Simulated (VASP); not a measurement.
Input of a VASP 6.6.1 run:

File INCAR:

```
SYSTEM = Zn
PREC = Accurate
ENCUT = 520
EDIFF = 1E-6
ISMEAR = 0
SIGMA = 0.1
LREAL = .False.
LASPH = .True.
NELM = 80
ALGO = Fast
ISIF = 2
LWAVE = .False.
LCHARG = .True.
GGA = PE
LELF = .True.
LVHAR = .True.
NBANDS = 12
```

KPOINTS

```
regular mesh
0
Gamma
  18 18 18
  0 0 0
```

Contents of POSCAR:

```
Zn
1.0
    0.0000000000      1.8824563863      1.8824563863
    1.8824563863      0.0000000000      1.8824563863
    1.8824563863      1.8824563863      0.0000000000
Zn
1
Direct
    0.0000000000      0.0000000000      0.0000000000
```

Potentials or basis: VASP PAW PBE potentials, release 64 (Zn).

The run is started by

```console
$ cat potpaw_PBE.64/Zn/POTCAR > POTCAR
$ mpirun -np 1 vasp_std > vasp.out
```

Estimate the band gap on the k mesh.

zero (band 6 reaches 5.83 eV, above the bottom of band 7 at 2.91 eV).

What does it give for the pressure?

12.6 GPa.
